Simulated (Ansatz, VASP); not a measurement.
## One calculation of SiC, two programs

```
Si C
1.0
     3.09500    0.00000    0.00000
    -1.54750    2.68035    0.00000
     0.00000    0.00000   15.17000
Si C
6 6
Cartesian
  0.0000 0.0000 1.8970
  0.0000 0.1000 9.4820
  0.0000 1.7869 4.4270
  1.5475 0.8934 12.0120
  0.0000 1.7869 14.5376
  1.5475 0.8934 6.9526
  0.0000 0.0000 -0.0050
  0.0000 0.0000 7.5800
  0.0000 1.7869 2.5309
  1.5475 0.8934 10.1159
  0.0000 1.7869 12.6412
  1.5475 0.8934 5.0562
```

Alike in both runs: task electric field gradients; functional PBE; k mesh 10 × 10 × 2; occupations fermi-dirac, width 0.02 eV; no spin polarisation.

|  | VASP | Ansatz |
| --- | --- | --- |
| version | VASP 6.6.1 | Ansatz 0.2.0 |
| potentials or method | VASP PAW PBE potentials, release 64 (Si, C) | plane-wave PAW, scalar-relativistic |
| plane-wave cutoff (eV) | 520 | 420 |
| valence electrons in the cell | 48 | 48 |

Ansatz gave:

```
gap on the k mesh at the Fermi level (eV)                     : 1.87
pressure (GPa)                                                : 0.4
traceless stress, the component that is largest in VASP (GPa) : -0.91
rms of the force components (eV/Å)                            : 0.366
size of Vzz on the site where it differs most (V/Å²)          : 26.2
```

Problem. What did VASP give for the same quantities?

Solution. gap on the k mesh at the Fermi level (eV): 1.86; pressure (GPa): 0.4; traceless stress, the component that is largest in VASP (GPa): -0.91; rms of the force components (eV/Å): 0.366; size of Vzz on the site where it differs most (V/Å²): 28.2.

Atom by atom the forces differ by 0.001 eV/Å (rms over components). The functional is the same, so the differences come from potentials, cutoffs and numerics.
